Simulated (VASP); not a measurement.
# TiO2 (P1) in VASP: single point with PBE+U

Aim: the single point of TiO2 with PBE+U.

All numbers are computed with VASP 6.6.1; they aren't measurements. Logs are shortened: lines on timing, memory, paths and dates and some standing lists are left out, and cuts for length are marked.

## 1. The cell of the first run

The typed cell holds 6 atoms: a = 4.640 Å, b = 4.640 Å, c = 3.006 Å, α = 90.00°, β = 90.00°, γ = 90.00°.

## 2. Single point, PBE+U (atom 1 (Ti) moved by (-0.600, -0.300) A along x and z)

INCAR

```
SYSTEM = TiO2
PREC = Accurate
ENCUT = 520
EDIFF = 1E-6
ISMEAR = 0
SIGMA = 0.05
LREAL = .False.
LASPH = .True.
NELM = 150
ALGO = Normal
ISIF = 2
LWAVE = .False.
LCHARG = .False.
LMAXMIX = 4
LDAU = .True.
LDAUTYPE = 2
LDAUL = 2 -1
LDAUU = 4 0
LDAUJ = 0 0
LDAUPRINT = 1
GGA = PE
NBANDS = 33
```

KPOINTS

```
regular mesh
0
Gamma
  6 6 10
  0 0 0
```

POSCAR

```
TiO2
1.0
    4.6403824160      0.0000000000      0.0000000000
    0.0000000000      4.6403824160      0.0000000000
    0.0000000000      0.0000000000      3.0063836354
Ti O
2 4
Direct
   -0.1292996883      0.0000000000     -0.0997876640
    0.5000000000      0.5000000000      0.5000000000
    0.3056475974      0.3056475974      0.0000000000
    0.1943524026      0.8056475974      0.5000000000
    0.6943524026      0.6943524026      0.0000000000
    0.8056475974      0.1943524026      0.5000000000
```

Potentials or basis: VASP PAW PBE potentials, release 64 (Ti_sv, O).

Command:

```
> cat potpaw_PBE.64/Ti_sv/POTCAR potpaw_PBE.64/O/POTCAR > POTCAR
> mpirun -np 1 vasp_std > vasp.out
```

OUTCAR:

```text
SYSTEM = TiO2
   PREC = Accurate
   ENCUT = 520
   EDIFF = 1E-6
   ISMEAR = 0
   LREAL = .False.
   LASPH = .True.
   NELM = 150
   ISIF = 2
   GGA = PE

 ion  position               nearest neighbor table
   1  0.871  0.000  0.900-   6 1.53   5 1.66   6 2.04   4 2.13
   2  0.500  0.500  0.500-   3 1.97   5 1.97   3 1.97   5 1.97   4 2.01   6 2.01
   3  0.306  0.306  0.000-   2 1.97   2 1.97
   4  0.194  0.806  0.500-   2 2.01   1 2.13
   5  0.694  0.694  0.000-   1 1.66   2 1.97   2 1.97
   6  0.806  0.194  0.500-   1 1.53   2 2.01   1 2.04

  LATTYP: Found a simple tetragonal cell.
 ALAT       =     4.6403824160
 C/A-ratio  =     0.6478741116

  Lattice vectors:

 A1 = (   4.6403824160,   0.0000000000,   0.0000000000)
 A2 = (   0.0000000000,   4.6403824160,   0.0000000000)
 A3 = (   0.0000000000,   0.0000000000,   3.0063836354)

Analysis of symmetry for initial positions (statically):
=====================================================================
 Subroutine PRICEL returns:
 Original cell was already a primitive cell.

 Routine SETGRP: Setting up the symmetry group for a
 simple tetragonal supercell.

 Subroutine GETGRP returns: Found  1 space group operations
 (whereof  1 operations were pure point group operations)
 out of a pool of 16 trial point group operations.

The static configuration has the point symmetry C_1 .

Analysis of symmetry for dynamics (positions and initial velocities):
=====================================================================
 Subroutine PRICEL returns:
 Original cell was already a primitive cell.

 Routine SETGRP: Setting up the symmetry group for a
 simple tetragonal supercell.

 Subroutine GETGRP returns: Found  1 space group operations
 (whereof  1 operations were pure point group operations)
 out of a pool of 16 trial point group operations.

The dynamic configuration has the point symmetry C_1 .

 Subroutine INISYM returns: Found  1 space group operations
 (whereof  1 operations are pure point group operations),
 and found     1 'primitive' translations

----------------------------------------------------------------------------------------

                                     Primitive cell

  volume of cell :      64.7369

  direct lattice vectors                    reciprocal lattice vectors
     4.640382416  0.000000000  0.000000000     0.215499481  0.000000000  0.000000000
     0.000000000  4.640382416  0.000000000     0.000000000  0.215499481  0.000000000
     0.000000000  0.000000000  3.006383635     0.000000000  0.000000000  0.332625547

  length of vectors
     4.640382416  4.640382416  3.006383635     0.215499481  0.215499481  0.332625547

  position of ions in fractional coordinates (direct lattice)
     0.870700312  0.000000000  0.900212336
     0.500000000  0.500000000  0.500000000
     0.305647597  0.305647597  0.000000000
     0.194352403  0.805647597  0.500000000
     0.694352403  0.694352403  0.000000000
     0.805647597  0.194352403  0.500000000

  ion indices of the primitive-cell ions
   primitive index   ion index
                 1           1
                 2           2
                 3           3
                 4           4
                 5           5
                 6           6

[... 100 lines left out ...]
   GGA     = PE    functional components
   LHFCALC =     F    Hartree Fock is set to
   AEXX    =    0.0000 exact exchange contribution
   IVDW    =     0    specifies the selected vdW correction
   LEPSILON=     F    determine dielectric tensor
   LRPA    =     F    only Hartree local field effects (RPA)
 non-spin polarized calculation
 Gauss-broadening in eV      SIGMA  =   0.05
  energy-cutoff  :      520.00
  volume of cell :       64.74
 maximum number of plane-waves:      1764
 NGX is ok and might be reduce to    36
   NGX = 17   NGY = 17   NGZ = 11

atom =   1  type =  1  l = 2

 onsite density matrix

spin component  1

  0.2264  0.0041 -0.0714 -0.0434 -0.0331
  0.0041  0.3066 -0.0667 -0.0550  0.0845
 -0.0714 -0.0667  0.2156  0.0433  0.0151
 -0.0434 -0.0550  0.0433  0.1714 -0.0016
 -0.0331  0.0845  0.0151 -0.0016  0.1677

spin component  2

  0.2264  0.0041 -0.0714 -0.0434 -0.0331
  0.0041  0.3066 -0.0667 -0.0550  0.0845
 -0.0714 -0.0667  0.2156  0.0433  0.0151
 -0.0434 -0.0550  0.0433  0.1714 -0.0016
 -0.0331  0.0845  0.0151 -0.0016  0.1677

 occupancies and eigenvectors

  o =  0.1074  v = -0.0799 -0.4993 -0.3825 -0.2055  0.7456  0.0000  0.0000  0.0000  0.0000  0.0000      0.0000  0.0000  0.0000  0.0000  0.0000  0.0000  0.0000  0.0000  0.0000  0.0000
  o =  0.1074  v =  0.0000  0.0000  0.0000  0.0000  0.0000 -0.0799 -0.4993 -0.3825 -0.2055  0.7456      0.0000  0.0000  0.0000  0.0000  0.0000  0.0000  0.0000  0.0000  0.0000  0.0000
  o =  0.1367  v = -0.5846 -0.0783 -0.1381 -0.6997 -0.3788  0.0000  0.0000  0.0000  0.0000  0.0000      0.0000  0.0000  0.0000  0.0000  0.0000  0.0000  0.0000  0.0000  0.0000  0.0000
  o =  0.1367  v =  0.0000  0.0000  0.0000  0.0000  0.0000 -0.5846 -0.0783 -0.1381 -0.6997 -0.3788      0.0000  0.0000  0.0000  0.0000  0.0000  0.0000  0.0000  0.0000  0.0000  0.0000
  o =  0.1466  v =  0.0000  0.0000  0.0000  0.0000  0.0000  0.3916 -0.0340  0.6861 -0.5740  0.2130      0.0000  0.0000  0.0000  0.0000  0.0000  0.0000  0.0000  0.0000  0.0000  0.0000
  o =  0.1466  v =  0.3916 -0.0340  0.6861 -0.5740  0.2130  0.0000  0.0000  0.0000  0.0000  0.0000      0.0000  0.0000  0.0000  0.0000  0.0000  0.0000  0.0000  0.0000  0.0000  0.0000
  o =  0.3026  v =  0.0000  0.0000  0.0000  0.0000  0.0000  0.6612 -0.3963 -0.4081 -0.1817 -0.4540      0.0000  0.0000  0.0000  0.0000  0.0000  0.0000  0.0000  0.0000  0.0000  0.0000
  o =  0.3026  v =  0.6612 -0.3963 -0.4081 -0.1817 -0.4540  0.0000  0.0000  0.0000  0.0000  0.0000      0.0000  0.0000  0.0000  0.0000  0.0000  0.0000  0.0000  0.0000  0.0000  0.0000
  o =  0.3944  v =  0.0000  0.0000  0.0000  0.0000  0.0000 -0.2477 -0.7658  0.4443  0.3251 -0.2218      0.0000  0.0000  0.0000  0.0000  0.0000  0.0000  0.0000  0.0000  0.0000  0.0000
  o =  0.3944  v = -0.2477 -0.7658  0.4443  0.3251 -0.2218  0.0000  0.0000  0.0000  0.0000  0.0000      0.0000  0.0000  0.0000  0.0000  0.0000  0.0000  0.0000  0.0000  0.0000  0.0000

atom =   2  type =  1  l = 2

 onsite density matrix

spin component  1

  0.1882 -0.0036  0.0744  0.0040 -0.0089
 -0.0036  0.1883 -0.0030  0.0752  0.0007
  0.0744 -0.0030  0.1395  0.0025  0.0003
  0.0040  0.0752  0.0025  0.1867 -0.0001
 -0.0089  0.0007  0.0003 -0.0001  0.1121

spin component  2

  0.1882 -0.0036  0.0744  0.0040 -0.0089
 -0.0036  0.1883 -0.0030  0.0752  0.0007
  0.0744 -0.0030  0.1395  0.0025  0.0003
  0.0040  0.0752  0.0025  0.1867 -0.0001
 -0.0089  0.0007  0.0003 -0.0001  0.1121

 occupancies and eigenvectors

  o =  0.0845  v = -0.5824  0.0029  0.7885  0.0013 -0.1975  0.0000  0.0000  0.0000  0.0000  0.0000      0.0000  0.0000  0.0000  0.0000  0.0000  0.0000  0.0000  0.0000  0.0000  0.0000
  o =  0.0845  v =  0.0000  0.0000  0.0000  0.0000  0.0000 -0.5824  0.0029  0.7885  0.0013 -0.1975      0.0000  0.0000  0.0000  0.0000  0.0000  0.0000  0.0000  0.0000  0.0000  0.0000
  o =  0.1118  v = -0.0600 -0.6779  0.0226  0.6841  0.2615  0.0000  0.0000  0.0000  0.0000  0.0000      0.0000  0.0000  0.0000  0.0000  0.0000  0.0000  0.0000  0.0000  0.0000  0.0000
  o =  0.1118  v =  0.0000  0.0000  0.0000  0.0000  0.0000 -0.0600 -0.6779  0.0226  0.6841  0.2615      0.0000  0.0000  0.0000  0.0000  0.0000  0.0000  0.0000  0.0000  0.0000  0.0000
  o =  0.1128  v =  0.0591 -0.1844 -0.1923  0.1894 -0.9432  0.0000  0.0000  0.0000  0.0000  0.0000      0.0000  0.0000  0.0000  0.0000  0.0000  0.0000  0.0000  0.0000  0.0000  0.0000
  o =  0.1128  v =  0.0000  0.0000  0.0000  0.0000  0.0000  0.0591 -0.1844 -0.1923  0.1894 -0.9432      0.0000  0.0000  0.0000  0.0000  0.0000  0.0000  0.0000  0.0000  0.0000  0.0000
  o =  0.2428  v =  0.8085 -0.0345  0.5837  0.0380 -0.0540  0.0000  0.0000  0.0000  0.0000  0.0000      0.0000  0.0000  0.0000  0.0000  0.0000  0.0000  0.0000  0.0000  0.0000  0.0000
  o =  0.2428  v =  0.0000  0.0000  0.0000  0.0000  0.0000  0.8085 -0.0345  0.5837  0.0380 -0.0540      0.0000  0.0000  0.0000  0.0000  0.0000  0.0000  0.0000  0.0000  0.0000  0.0000
  o =  0.2628  v =  0.0000  0.0000  0.0000  0.0000  0.0000 -0.0002  0.7108 -0.0032  0.7034  0.0029      0.0000  0.0000  0.0000  0.0000  0.0000  0.0000  0.0000  0.0000  0.0000  0.0000
  o =  0.2628  v = -0.0002  0.7108 -0.0032  0.7034  0.0029  0.0000  0.0000  0.0000  0.0000  0.0000      0.0000  0.0000  0.0000  0.0000  0.0000  0.0000  0.0000  0.0000  0.0000  0.0000

 number of electron      48.0000025 magnetization

 Free energy of the ion-electron system (eV)
  ---------------------------------------------------
  ext. energy  EPLUGINS =         0.00000000
  ---------------------------------------------------
  free energy    TOTEN  =       -43.90311353 eV

  energy without entropy =      -43.90311353  energy(sigma->0) =      -43.90311353

 E-fermi :   5.9575     XC(G=0): -11.1774

 val. band max:        5.5948953699   @ k =   0.0000   0.0000   0.0000
 cond. band min:       7.1875101117   @ k =   0.5000   0.0000   0.0000
 fundamental gap:      1.5926147418
 Fermi energy:         5.9575045915

 k-point     1 :       0.0000    0.0000    0.0000
  band No.  band energies     occupation
      1     -53.1430      2.00000
      2     -52.7558      2.00000
      3     -29.8116      2.00000
      4     -29.3972      2.00000
      5     -29.2789      2.00000
      6     -29.1968      2.00000
[... 853 lines left out ...]
     32      10.6912      0.00000
     33      11.1309      0.00000

 [... further k-points ...]
[... 5 lines left out ...]
  --------------------------------------------------------------------------------------
  -------------------------------------------------------------------------------------
  Total        0.2140168     18.5083474     17.9839297      5.1638173    -11.3161266      3.7432841
  in kB        5.2967138    458.0641274    445.0852838    127.7996036   -280.0634505     92.6427482
  external PRESSURE =     302.8153750 kB  Pullay stress =       0.0000000 kB

 VOLUME and BASIS-vectors are now :
 -----------------------------------------------------------------------------
  energy-cutoff  :      520.00
  volume of cell :       64.74
      direct lattice vectors                 reciprocal lattice vectors
     4.640382416  0.000000000  0.000000000     0.215499481  0.000000000  0.000000000
     0.000000000  4.640382416  0.000000000     0.000000000  0.215499481  0.000000000
     0.000000000  0.000000000  3.006383635     0.000000000  0.000000000  0.332625547

 POSITION                                       TOTAL-FORCE (eV/Angst)
 -----------------------------------------------------------------------------------
      4.04038      0.00000      2.70638        11.545811     -3.309891     10.080148
      2.32019      2.32019      1.50319        -6.430906      0.585492     -0.102859
      1.41832      1.41832      0.00000         1.191662      0.157145     -0.138911
      0.90187      3.73851      1.50319        -0.460056     -0.384227      0.388137
      3.22206      3.22206      0.00000        -2.600515     -4.702448      0.607537
      3.73851      0.90187      1.50319        -3.245996      7.653929    -10.834052
 -----------------------------------------------------------------------------------
    total drift:                                0.000178     -0.000000      0.000440

  FREE ENERGIE OF THE ION-ELECTRON SYSTEM (eV)
  ---------------------------------------------------
  free  energy   TOTEN  =       -43.9031135261 eV

  energy  without entropy=      -43.9031135261  energy(sigma->0) =      -43.90311353
```

Wall time 2.3 min (1 thread of Intel Xeon 6975P-C (Granite Rapids), shared host); peak memory 0.39 GiB.

What came out:

| Property | Result |
| --- | --- |
| Free energy | -43.9031 eV |
| Pressure | 30.3 GPa |
| Largest force | 15.680 eV/Å |
| Band gap on the k mesh | 1.59 eV (least direct gap 1.74 eV) |

Forces in eV/Å, atoms in the order of the input:
```
Ti   11.546  -3.310  10.080
Ti   -6.431   0.585  -0.103
O     1.192   0.157  -0.139
O    -0.460  -0.384   0.388
O    -2.601  -4.702   0.608
O    -3.246   7.654 -10.834
```

Stress tensor (GPa, compression positive):
```
  0.53  12.78   9.26
 12.78  45.81 -28.01
  9.26 -28.01  44.51
```

Eigenvalues of the final occupation matrices:
```
    site  spin  trace               eigenvalues
site 1 d     1   1.09  0.11 0.14 0.15 0.30 0.39
site 1 d     2   1.09  0.11 0.14 0.15 0.30 0.39
site 2 d     1   0.81  0.08 0.11 0.11 0.24 0.26
site 2 d     2   0.81  0.08 0.11 0.11 0.24 0.26
```

Caveat: the cell differs from its parent crystal (atom 1 (Ti) moved by (-0.600, -0.300) A along x and z); the stress differs along the axes, from 1 to 46 GPa; forces of over 1 eV/Å act on the atoms, so gaps and moduli don't describe the material at rest.
